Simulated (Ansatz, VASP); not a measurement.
**Two plane-wave programs on N**

```
CELL_PARAMETERS angstrom
-1.34610 1.34610 1.34610
1.34610 -1.34610 1.34610
1.34610 1.34610 -1.34610
ATOMIC_POSITIONS crystal
N 0.00000 0.00000 0.00000
```

Alike in both runs: task single point; functional PBE; k mesh 10 × 10 × 10; occupations gaussian, width 0.1 eV; no spin polarisation.

```csv
,VASP,Ansatz
version,VASP 6.6.1,Ansatz 0.2.0
potentials or method,"VASP PAW PBE potentials, release 64 (N), cutoff 600 eV","scalar-relativistic, plane waves, PAW"
valence electrons in the cell,5,5
```

```csv
,VASP,Ansatz,Ansatz less VASP
gap on the k mesh at the Fermi level (eV),none,none,-
pressure (GPa),-31.1,-30.7,+0.38
```

A gap of «none» marks a metal or a gap that the smearing closes. Both programs put the cell under strong tension, so it lies far from rest at this level.

Noted on VASP's run: the cell as given lies far from equilibrium.
